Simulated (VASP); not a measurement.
## TaH5: relaxation of cell and atoms with PBE

Crystal: TaH5.

```xyz
6
Lattice="0.0000 3.0312 3.0312 3.0312 0.0000 3.0312 3.0312 3.0312 0.0000" Properties=species:S:1:pos:R:3 pbc="T T T"
Ta    0.0000    0.0000    0.0000
H     4.5468    4.5468    4.5468
H     3.7890    3.7890    2.2734
H     3.7890    2.2734    3.7890
H     2.2734    3.7890    3.7890
H     2.2734    2.2734    2.2734
```

The cell was built from a structure type or drawn by symmetry, and may not be a known phase.

| Item | Value |
| --- | --- |
| Program | VASP 6.6.1 |
| Task | relaxation of cell and atoms |
| Functional | PBE |
| Potentials or basis | VASP PAW PBE potentials, release 64 (Ta_pv, H) |
| Cutoff | 600 eV |
| k mesh | 6 × 6 × 6 |
| Occupations | gaussian, width 0.1 eV |
| Spin | no spin polarisation |
| Dipole correction | no |
| Further INCAR settings | ALGO = Normal; EDIFF = 1e-06; IBRION = 2; EDIFFG = -0.04; NSW = 90; ISIF = 3 |

* Relaxed volume: 5.14 Å³/atom
* Relaxed cell: a = 3.520 Å, b = 3.520 Å, c = 3.520 Å, α = 60.00°, β = 60.00°, γ = 60.00°
* Space group after relaxing (to 0.1 Å): F-43m (No. 216)
* Energy gained by relaxing: 712.6 meV/atom
* Ionic steps: 9
* Pressure after relaxing: -0.5 GPa
* Band gap on the k mesh: zero (bands 8 and 9 overlap by 0.58 eV)

Step by step:
```tsv
step	energy change (eV)	largest force (eV/Å)	pressure (GPa)	volume (Å³)
1	0.0000	0.3091	-33.73	55.70
2	-3.0010	0.1604	-30.28	41.39
3	-4.1670	0.0468	-12.31	33.35
4	-4.2505	0.1975	6.00	29.89
5	-4.2686	0.1457	-0.65	30.95
6	-4.2669	0.1647	1.77	30.55
7	-4.2731	0.0918	-0.25	30.84
8	-4.2738	0.0573	-1.21	30.98
9	-4.2755	0.0214	-0.47	30.84
```

Final structure:
```
Ta H
1.0
     0.00000    2.48904    2.48904
     2.48904    0.00000    2.48904
     2.48904    2.48904    0.00000
Ta H
1 5
Direct
  0.00000 0.00000 0.00000
  0.75000 0.75000 0.75000
  0.37445 0.37445 0.87664
  0.37445 0.87664 0.37445
  0.87664 0.37445 0.37445
  0.37445 0.37445 0.37445
```

Levels at points of the mesh, in eV from the Fermi level:
| k point | band 4 | band 5 | band 6 | band 7 | band 8 | band 9 | band 10 | band 11 | band 12 |
| --- | --- | --- | --- | --- | --- | --- | --- | --- | --- |
| (0.00, 0.00, 0.00) | -13.68 | -3.03 | -3.03 | -3.03 | -1.08 | 0.15 | 0.15 | 3.32 | 3.32 |
| (0.50, 0.00, 0.00) | -9.72 | -8.68 | -3.84 | -3.84 | -0.90 | 1.57 | 1.57 | 2.88 | 5.45 |
| (0.50, 0.50, 0.00) | -9.09 | -7.84 | -6.59 | -1.10 | -1.10 | 1.58 | 2.14 | 2.14 | 3.08 |

Run time: 2.8 min on 1 thread of Intel Xeon 8259CL, on a shared host, peak memory 0.23 GiB.

Caveat: the volume moved by over 15 % at a fixed basis, so the end points are rough; spin-orbit coupling is left out, which moves the levels of the heavy elements.
